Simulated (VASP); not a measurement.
BP: single point with PBE

Crystal: BP.

```
CELL_PARAMETERS angstrom
0.00000 2.27415 2.27415
2.27415 0.00000 2.27415
2.27415 2.27415 0.00000
ATOMIC_POSITIONS crystal
B 0.00000 0.00000 0.00000
P 0.25000 0.25000 0.25000
```

```yaml
Program: VASP 6.6.1
Task: single point
Functional: PBE
Potentials_or_basis: VASP PAW PBE potentials, release 64 (B, P)
Cutoff: 520 eV
k_mesh: 10 × 10 × 10
Occupations: gaussian, width 0.01 eV
Spin: no spin polarisation
Dipole_correction: no
Further_INCAR_settings: ALGO = Normal; EDIFF = 1e-07; NBANDS = 11
```

The pressure is -0.2 GPa. The band gap on the k mesh is 1.25 eV, indirect (least direct gap 3.39 eV).

Levels at points of the mesh, in eV from the valence-band top:
| k point | band 1 | band 2 | band 3 | band 4 | band 5 | band 6 | band 7 | band 8 |
| --- | --- | --- | --- | --- | --- | --- | --- | --- |
| (0.00, 0.00, 0.00) | -15.40 | 0.00 | 0.00 | 0.00 | 3.39 | 3.39 | 3.39 | 7.27 |
| (0.50, 0.00, 0.00) | -12.10 | -8.98 | -1.75 | -1.75 | 3.74 | 4.71 | 4.71 | 10.10 |
| (0.50, 0.50, 0.00) | -10.58 | -8.55 | -4.09 | -4.09 | 1.35 | 1.67 | 12.06 | 12.06 |

Wall time 9.1 s on 1 thread of Intel(R) Xeon(R) Platinum 8375C CPU @ 2.90GHz (Ice Lake), with other jobs on the host, peak memory 0.13 GiB.

A k mesh can miss the band edges. A hybrid or GW would open this gap; PBE tends to underestimate it.
